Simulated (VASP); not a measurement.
A run of VASP 6.6.1:

INCAR

```
SYSTEM = Cr
PREC = Accurate ; ENCUT = 520
EDIFF = 1E-6 ; ISMEAR = -1
SIGMA = 0.1 ; LREAL = .False.
LASPH = .True. ; NELM = 150
ALGO = Normal ; ISIF = 2
LWAVE = .False. ; LCHARG = .False.
ISPIN = 2 ; MAGMOM = 3
LORBIT = 11 ; LMAXMIX = 4
GGA = CA ; NBANDS = 16
```

KPOINTS

```
Automatic mesh
0
Gamma
  9 9 9
  0 0 0
```

Contents of POSCAR:

```
Cr
1.0
   -1.4943366600      1.5452007300      1.3932153400
    1.5696721600     -1.4509560800      1.3743061900
    1.4063430800      1.3629625000     -1.2989706900
Cr
1
Direct
    0.0000000000      0.0000000000      0.0000000000
```

Potentials or basis: VASP PAW LDA potentials, release 64 (Cr_pv).

Launch:

```sh
$ cat potpaw_LDA.64/Cr_pv/POTCAR > POTCAR
$ mpirun -np 1 vasp_std > vasp.out
```

Hardware: 1 thread of Intel(R) Xeon(R) 6975P-C (Granite Rapids) (shared host).

Question: How long does it take, and how much memory?

Answer: It took 45 s on 1 thread of Intel(R) Xeon(R) 6975P-C (Granite Rapids), with other jobs on the host, peak memory 0.2 GiB. Counts: scf iterations 13, k points 365.
